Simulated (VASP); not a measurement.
# Al (Pm-3m) in VASP: notebook

Al is run at these levels: PBEsol; tasks: single point, relaxation of cell and atoms.

All numbers are computed with VASP 6.6.1; they aren't measurements. Logs are shortened: lines on timing, memory, paths and dates and some standing lists are left out, and cuts for length are marked.

**1. The cell of the first run**

The structure is cubic, space group Pm-3m (No. 221). The conventional cell has a = 2.702 Å, b = 2.702 Å, c = 2.702 Å, α = 90.00°, β = 90.00°, γ = 90.00°. Within 3.6 Å of Al (site symmetry m-3m) lie 6 Al at 2.70 Å.

**2. Single point, PBEsol**

INCAR reads:

```
PREC = Accurate
ENCUT = 520
EDIFF = 1E-6
ISMEAR = -1
SIGMA = 0.08
LREAL = F
LASPH = T
NELM = 60
ALGO = Normal
ISIF = 2
LWAVE = F
LCHARG = F
GGA = PS
NBANDS = 8
```

KPOINTS reads:

```
Automatic mesh
0
Gamma
  16 16 16
```

POSCAR reads:

```
Al
1.0
    2.7017122863      0.0000000000      0.0000000000
    0.0000000000      2.7017122863      0.0000000000
    0.0000000000      0.0000000000      2.7017122863
Al
1
Direct
    0.0000000000      0.0000000000      0.0000000000
```

Potentials or basis: VASP PAW PBE potentials, release 64 (Al).

Launch:

```sh
> cat potpaw_PBE.64/Al/POTCAR > POTCAR
> mpirun -np 1 vasp_std > vasp.out
```

OUTCAR:

```text
PREC = Accurate
   ENCUT = 520
   EDIFF = 1E-6
   ISMEAR = -1
   LREAL = F
   LASPH = T
   NELM = 60
   ISIF = 2
   GGA = PS

 ion  position               nearest neighbor table
   1  0.000  0.000  0.000-

  LATTYP: Found a simple cubic cell.
 ALAT       =     2.7017122863

  Lattice vectors:

 A1 = (   2.7017122863,   0.0000000000,   0.0000000000)
 A2 = (   0.0000000000,   2.7017122863,   0.0000000000)
 A3 = (   0.0000000000,   0.0000000000,   2.7017122863)

Analysis of symmetry for initial positions (statically):
=====================================================================
 Subroutine PRICEL returns:
 Original cell was already a primitive cell.

 Routine SETGRP: Setting up the symmetry group for a
 simple cubic supercell.

 Subroutine GETGRP returns: Found 48 space group operations
 (whereof 48 operations were pure point group operations)
 out of a pool of 48 trial point group operations.

The static configuration has the point symmetry O_h .

Analysis of symmetry for dynamics (positions and initial velocities):
=====================================================================
 Subroutine PRICEL returns:
 Original cell was already a primitive cell.

 Routine SETGRP: Setting up the symmetry group for a
 simple cubic supercell.

 Subroutine GETGRP returns: Found 48 space group operations
 (whereof 48 operations were pure point group operations)
 out of a pool of 48 trial point group operations.

The dynamic configuration has the point symmetry O_h .

 Subroutine INISYM returns: Found 48 space group operations
 (whereof 48 operations are pure point group operations),
 and found     1 'primitive' translations

----------------------------------------------------------------------------------------

                                     Primitive cell

  volume of cell :      19.7205

  direct lattice vectors                    reciprocal lattice vectors
     2.701712286  0.000000000  0.000000000     0.370135638  0.000000000  0.000000000
     0.000000000  2.701712286  0.000000000     0.000000000  0.370135638  0.000000000
     0.000000000  0.000000000  2.701712286     0.000000000  0.000000000  0.370135638

  length of vectors
     2.701712286  2.701712286  2.701712286     0.370135638  0.370135638  0.370135638

  position of ions in fractional coordinates (direct lattice)
     0.000000000  0.000000000  0.000000000

  ion indices of the primitive-cell ions
   primitive index   ion index
                 1           1

[... 74 lines left out ...]
   NSW    =      0    number of steps for IOM
   IBRION =     -1    ionic relax: 0-MD 1-quasi-New 2-CG
   NFREE  =      0    steps in history (QN), initial steepest desc. (CG)
   ISIF   =      2    stress and relaxation
   ISYM   =      2    0-nonsym 1-usesym 2-fastsym
   POTIM  = 0.5000    time-step for ionic-motion
   TEBEG  =    0.0;   TEEND  =   0.0 temperature during run
   PSTRESS=    0.0 pullay stress
   NELECT =       3.0000    total number of electrons
   NUPDOWN=      -1.0000    fix difference up-down
   EMIN   =  10.00;   EMAX   =-10.00  energy-range for DOS
   EFERMI =   0.00;   METHOD = LEGACY
   ISMEAR =    -1;   SIGMA  =   0.08  broadening in eV -4-tet -1-fermi 0-gaus
   EFERMI_NEDOS =   21; number of points for ismear=-14 and -15
   IALGO  =     38    algorithm
   IMIX   =      4    mixing-type and parameters
     AMIX     =   0.40;   BMIX     =  1.00
     AMIX_MAG =   1.60;   BMIX_MAG =  1.00
  volume/ion in A,a.u.               =      19.72       133.08
  Fermi-wavevector in a.u.,A,eV,Ry     =   0.873929  1.651486 10.391475  0.763752
  Thomas-Fermi vector in A             =   1.993389
   LORBIT       =      0    0 simple, 1 ext, 2 COOP (PROOUT), +10 PAW based schemes
   GGA     = PS    functional components
   LHFCALC =     F    Hartree Fock is set to
   AEXX    =    0.0000 exact exchange contribution
   IVDW    =     0    specifies the selected vdW correction
   LEPSILON=     F    determine dielectric tensor
   LRPA    =     F    only Hartree local field effects (RPA)
 non-spin polarized calculation
  energy-cutoff  :      520.00
  volume of cell :       19.72
 maximum number of plane-waves:       552
   NGX = 11   NGY = 11   NGZ = 11

 number of electron       3.0000000 magnetization

 Free energy of the ion-electron system (eV)
  ---------------------------------------------------
  ext. energy  EPLUGINS =         0.00000000
  ---------------------------------------------------
  free energy    TOTEN  =        -3.69167775 eV

  energy without entropy =       -3.68130200  energy(sigma->0) =       -3.68648987

 E-fermi :   5.7845     XC(G=0):  -9.5678

 val. band max:        5.7213316523   @ k =   0.3125   0.1250   0.0625
 cond. band min:       5.8145464929   @ k =   0.3750   0.3125   0.1250
 fundamental gap:      0.0932148406
 Fermi energy:         5.7845029479

 k-point     1 :       0.0000    0.0000    0.0000
  band No.  band energies     occupation
      1      -3.8783      2.00000
      2      13.8387      0.00000
      3      13.8387      0.00000
      4      15.0751      0.00000
      5      15.0751      0.00000
      6      15.0751      0.00000
      7      21.3872      0.00000
      8      29.9942      0.00000
[... 243 lines left out ...]
 k-point    24 :       0.5000    0.1250    0.0000
  band No.  band energies     occupation
      1       0.8821      2.00000
      2       1.9046      2.00000
      3      14.1947      0.00000
      4      16.6539      0.00000
      5      18.9247      0.00000
      6      20.1544      0.00000
      7      20.3695      0.00000
      8      22.8906      0.00000

 [... further k-points ...]

------------------------ aborting loop because EDIFF is reached ----------------------------------------

  FORCE on cell =-STRESS in cart. coord.  units (eV):
  Direction    XX          YY          ZZ          XY          YZ          ZX
  --------------------------------------------------------------------------------------
  -------------------------------------------------------------------------------------
  Total        0.0093052      0.0093052      0.0093052      0.0000000     -0.0000000      0.0000000
  in kB        0.7559982      0.7559982      0.7559982      0.0000000     -0.0000000      0.0000000
  external PRESSURE =       0.7559982 kB  Pullay stress =       0.0000000 kB

 VOLUME and BASIS-vectors are now :
 -----------------------------------------------------------------------------
  energy-cutoff  :      520.00
  volume of cell :       19.72
      direct lattice vectors                 reciprocal lattice vectors
     2.701712286  0.000000000  0.000000000     0.370135638  0.000000000  0.000000000
     0.000000000  2.701712286  0.000000000     0.000000000  0.370135638  0.000000000
     0.000000000  0.000000000  2.701712286     0.000000000  0.000000000  0.370135638

 POSITION                                       TOTAL-FORCE (eV/Angst)
 -----------------------------------------------------------------------------------
      0.00000      0.00000      0.00000         0.000000      0.000000      0.000000
 -----------------------------------------------------------------------------------
    total drift:                               -0.000000      0.000000      0.000000

  FREE ENERGIE OF THE ION-ELECTRON SYSTEM (eV)
  ---------------------------------------------------
  free  energy   TOTEN  =        -3.6916777513 eV

  energy  without entropy=       -3.6813019964  energy(sigma->0) =       -3.68648987
```

stdout:

```text
POSCAR found type information on POSCAR Al
 POSCAR found :  1 types and       1 ions
 scaLAPACK will be used
 -----------------------------------------------------------------------------
|                                                                             |
|                                                                             |
|     You enforced a specific xc type in the INCAR file but a different       |
|     I HOPE YOU KNOW WHAT YOU ARE DOING!                                     |
|                                                                             |
 -----------------------------------------------------------------------------

 LDA part: xc-table for (Slater+PW92), standard interpolation
 POSCAR, INCAR and KPOINTS ok, starting setup
 FFT: planning ... GRIDC
 FFT: planning ... GRID_SOFT
 FFT: planning ... GRID
 WAVECAR not read
 entering main loop
```

Wall time 7.4 s (1 thread of Intel Xeon Platinum 8488C (Sapphire Rapids), shared host); peak memory 0.13 GiB.

Results:

```
Free energy : -3.6917 eV
Pressure    : 0.1 GPa
```

Caveat: the PAW data sets were made with another functional, which shifts forces and pressure a little.

**3. Single point, PBEsol**

INCAR reads:

```
SYSTEM = Al
ALGO     = Normal         ! electronic algorithm
EDIFF    = 1E-7           ! SCF threshold, eV
ENCUT    = 520            ! plane-wave cutoff, eV
GGA      = PS             ! functional
ISIF     = 2              ! what is computed and relaxed
ISMEAR   = -1             ! smearing method
LASPH    = .TRUE.         ! aspherical terms in the spheres
LCHARG   = .FALSE.        ! write CHGCAR
LREAL    = .FALSE.        ! projectors in reciprocal space
LWAVE    = .FALSE.        ! write WAVECAR
NBANDS   = 8              ! bands
NELM     = 100            ! most SCF steps
PREC     = Accurate       ! precision mode
SIGMA    = 0.01           ! smearing width, eV
```

KPOINTS reads:

```
k-points
0
G
  16 16 16
  0 0 0
```

POSCAR reads:

```
Al
1.0
    2.7014772409      0.0000000000      0.0000000000
    0.0000000000      2.7014772409      0.0000000000
    0.0000000000      0.0000000000      2.7014772409
Al
1
Direct
    0.0000000000      0.0000000000      0.0000000000
```

Potentials or basis: VASP PAW PBE potentials, release 64 (Al).

Launch:

```sh
> cat potpaw_PBE.64/Al/POTCAR > POTCAR
> mpirun -np 1 vasp_std > vasp.out
```

OUTCAR:

```text
SYSTEM = Al
   EDIFF = 1E-7
   ENCUT = 520
   GGA = PS
   ISIF = 2
   ISMEAR = -1
   LASPH = .TRUE.
   LREAL = .FALSE.
   NELM = 100
   PREC = Accurate

 ion  position               nearest neighbor table
   1  0.000  0.000  0.000-

  LATTYP: Found a simple cubic cell.
 ALAT       =     2.7014772409

  Lattice vectors:

 A1 = (   2.7014772409,   0.0000000000,   0.0000000000)
 A2 = (   0.0000000000,   2.7014772409,   0.0000000000)
 A3 = (   0.0000000000,   0.0000000000,   2.7014772409)

Analysis of symmetry for initial positions (statically):
=====================================================================
 Subroutine PRICEL returns:
 Original cell was already a primitive cell.

 Routine SETGRP: Setting up the symmetry group for a
 simple cubic supercell.

 Subroutine GETGRP returns: Found 48 space group operations
 (whereof 48 operations were pure point group operations)
 out of a pool of 48 trial point group operations.

The static configuration has the point symmetry O_h .

Analysis of symmetry for dynamics (positions and initial velocities):
=====================================================================
 Subroutine PRICEL returns:
 Original cell was already a primitive cell.

 Routine SETGRP: Setting up the symmetry group for a
 simple cubic supercell.

 Subroutine GETGRP returns: Found 48 space group operations
 (whereof 48 operations were pure point group operations)
 out of a pool of 48 trial point group operations.

The dynamic configuration has the point symmetry O_h .

 Subroutine INISYM returns: Found 48 space group operations
 (whereof 48 operations are pure point group operations),
 and found     1 'primitive' translations

----------------------------------------------------------------------------------------

                                     Primitive cell

  volume of cell :      19.7153

  direct lattice vectors                    reciprocal lattice vectors
     2.701477241  0.000000000  0.000000000     0.370167842  0.000000000  0.000000000
     0.000000000  2.701477241  0.000000000     0.000000000  0.370167842  0.000000000
     0.000000000  0.000000000  2.701477241     0.000000000  0.000000000  0.370167842

  length of vectors
     2.701477241  2.701477241  2.701477241     0.370167842  0.370167842  0.370167842

  position of ions in fractional coordinates (direct lattice)
     0.000000000  0.000000000  0.000000000

  ion indices of the primitive-cell ions
   primitive index   ion index
                 1           1

----------------------------------------------------------------------------------------

 KPOINTS: k-points

Automatic generation of k-mesh.
 Grid dimensions read from file:
 generate k-points for:   16   16   16

 Generating k-lattice:

  Cartesian coordinates                     Fractional coordinates (reciprocal lattice)
     0.023135490  0.000000000  0.000000000     0.062500000  0.000000000  0.000000000
     0.000000000  0.023135490  0.000000000     0.000000000  0.062500000  0.000000000
     0.000000000  0.000000000  0.023135490     0.000000000  0.000000000  0.062500000

  Length of vectors
     0.023135490  0.023135490  0.023135490

  Shift w.r.t. Gamma in fractional coordinates (k-lattice)
     0.000000000  0.000000000  0.000000000

 Subroutine IBZKPT returns following result:
 ===========================================

 Found    165 irreducible k-points:

 Following reciprocal coordinates:
            Coordinates               Weight
  0.000000  0.000000  0.000000      1.000000
  0.062500  0.000000  0.000000      6.000000
  0.125000  0.000000  0.000000      6.000000
  0.187500  0.000000  0.000000      6.000000
  0.250000  0.000000  0.000000      6.000000
  0.312500  0.000000  0.000000      6.000000
[... 16 lines left out ...]
  0.437500  0.125000  0.000000     24.000000
  0.500000  0.125000  0.000000     12.000000
 [... further k-points ...]
   k-points           NKPTS =    165   k-points in BZ     NKDIM =    165   number of bands    NBANDS=      8
   number of dos      NEDOS =    301   number of ions     NIONS =      1
   total plane-waves  NPLWV =   8000
   dimension x,y,z NGX =    20 NGY =   20 NGZ =   20
   dimension x,y,z NGXF=    40 NGYF=   40 NGZF=   40
   ions per type =               1
   NGX,Y,Z   is equivalent  to a cutoff of  12.31, 12.31, 12.31 a.u.
   NGXF,Y,Z  is equivalent  to a cutoff of  24.62, 24.62, 24.62 a.u.
 SYSTEM =  Al
   PREC   = accura    normal or accurate (medium, high low for compatibility)
   ISTART =      0    job   : 0-new  1-cont  2-samecut
   ICHARG =      2    charge: 1-file 2-atom 10-const
   ISPIN  =      1    spin polarized calculation?
   LNONCOLLINEAR =      F non collinear calculations
   LSORBIT =      F    spin-orbit coupling
   LASPH  =      T    aspherical Exc in radial PAW
   ENCUT  =  520.0 eV  38.22 Ry    6.18 a.u.   5.02  5.02  5.02*2*pi/ulx,y,z
   NELM   =    100;   NELMIN=  2; NELMDL= -5     # of ELM steps
   EDIFF  = 0.1E-06   stopping-criterion for ELM
   LREAL  =      F    real-space projection
   EDIFFG = 0.1E-05   stopping-criterion for IOM
   NSW    =      0    number of steps for IOM
   IBRION =     -1    ionic relax: 0-MD 1-quasi-New 2-CG
   NFREE  =      0    steps in history (QN), initial steepest desc. (CG)
   ISIF   =      2    stress and relaxation
   ISYM   =      2    0-nonsym 1-usesym 2-fastsym
   POTIM  = 0.5000    time-step for ionic-motion
   TEBEG  =    0.0;   TEEND  =   0.0 temperature during run
   PSTRESS=    0.0 pullay stress
   NELECT =       3.0000    total number of electrons
   NUPDOWN=      -1.0000    fix difference up-down
   EMIN   =  10.00;   EMAX   =-10.00  energy-range for DOS
   EFERMI =   0.00;   METHOD = LEGACY
   ISMEAR =    -1;   SIGMA  =   0.01  broadening in eV -4-tet -1-fermi 0-gaus
   EFERMI_NEDOS =   21; number of points for ismear=-14 and -15
   IALGO  =     38    algorithm
   IMIX   =      4    mixing-type and parameters
     AMIX     =   0.40;   BMIX     =  1.00
     AMIX_MAG =   1.60;   BMIX_MAG =  1.00
  volume/ion in A,a.u.               =      19.72       133.05
  Fermi-wavevector in a.u.,A,eV,Ry     =   0.874005  1.651630 10.393284  0.763885
  Thomas-Fermi vector in A             =   1.993475
   LORBIT       =      0    0 simple, 1 ext, 2 COOP (PROOUT), +10 PAW based schemes
   GGA     = PS    functional components
   LHFCALC =     F    Hartree Fock is set to
   AEXX    =    0.0000 exact exchange contribution
   IVDW    =     0    specifies the selected vdW correction
   LEPSILON=     F    determine dielectric tensor
   LRPA    =     F    only Hartree local field effects (RPA)
 non-spin polarized calculation
  energy-cutoff  :      520.00
  volume of cell :       19.72
 maximum number of plane-waves:       552
   NGX = 11   NGY = 11   NGZ = 11

 number of electron       3.0000000 magnetization

 Free energy of the ion-electron system (eV)
  ---------------------------------------------------
  ext. energy  EPLUGINS =         0.00000000
  ---------------------------------------------------
  free energy    TOTEN  =        -3.68713317 eV

  energy without entropy =       -3.68697110  energy(sigma->0) =       -3.68705213

 E-fermi :   5.8054     XC(G=0):  -9.5688

 val. band max:        5.7234768020   @ k =   0.3125   0.1250   0.0625
 cond. band min:       5.8167053121   @ k =   0.3750   0.3125   0.1250
 fundamental gap:      0.0932285102
 Fermi energy:         5.8054224916

 k-point     1 :       0.0000    0.0000    0.0000
  band No.  band energies     occupation
      1      -3.8776      2.00000
      2      13.8416      0.00000
      3      13.8416      0.00000
      4      15.0792      0.00000
      5      15.0792      0.00000
      6      15.0792      0.00000
      7      21.3926      0.00000
      8      30.0002      0.00000

 k-point     2 :       0.0625    0.0000    0.0000
  band No.  band energies     occupation
      1      -3.7993      2.00000
      2      12.4798      0.00000
      3      13.9075      0.00000
      4      15.1449      0.00000
      5      15.1449      0.00000
      6      16.2852      0.00000
      7      21.7222      0.00000
      8      29.3468      0.00000
[... 221 lines left out ...]
 k-point    23 :       0.4375    0.1250    0.0000
  band No.  band energies     occupation
      1       0.1509      2.00000
      2       2.7772      2.00000
      3      13.8545      0.00000
      4      17.0326      0.00000
      5      18.4295      0.00000
      6      19.9948      0.00000
      7      21.0053      0.00000
      8      23.0426      0.00000

 k-point    24 :       0.5000    0.1250    0.0000
  band No.  band energies     occupation
      1       0.8840      2.00000
      2       1.9058      2.00000
      3      14.1983      0.00000
      4      16.6574      0.00000
      5      18.9299      0.00000
      6      20.1593      0.00000
      7      20.3736      0.00000
      8      22.8952      0.00000

 [... further k-points ...]
[... 5 lines left out ...]
  --------------------------------------------------------------------------------------
  -------------------------------------------------------------------------------------
  Total        0.0093190      0.0093190      0.0093190      0.0000000      0.0000000      0.0000000
  in kB        0.7573173      0.7573173      0.7573173      0.0000000      0.0000000      0.0000000
  external PRESSURE =       0.7573173 kB  Pullay stress =       0.0000000 kB

 VOLUME and BASIS-vectors are now :
 -----------------------------------------------------------------------------
  energy-cutoff  :      520.00
  volume of cell :       19.72
      direct lattice vectors                 reciprocal lattice vectors
     2.701477241  0.000000000  0.000000000     0.370167842  0.000000000  0.000000000
     0.000000000  2.701477241  0.000000000     0.000000000  0.370167842  0.000000000
     0.000000000  0.000000000  2.701477241     0.000000000  0.000000000  0.370167842

 POSITION                                       TOTAL-FORCE (eV/Angst)
 -----------------------------------------------------------------------------------
      0.00000      0.00000      0.00000         0.000000      0.000000      0.000000
 -----------------------------------------------------------------------------------
    total drift:                               -0.000000      0.000000      0.000000

  FREE ENERGIE OF THE ION-ELECTRON SYSTEM (eV)
  ---------------------------------------------------
  free  energy   TOTEN  =        -3.6871331720 eV

  energy  without entropy=       -3.6869710978  energy(sigma->0) =       -3.68705213
```

Wall time 8.3 s (1 thread of Intel Xeon Platinum 8488C (Sapphire Rapids), shared host); peak memory 0.13 GiB.

What came out:

| Property | Result |
| --- | --- |
| Free energy | -3.6871 eV |
| Pressure | 0.1 GPa |

Caveat: the PAW data sets were made with another functional, which shifts forces and pressure a little.

[end of part 1 of 2]
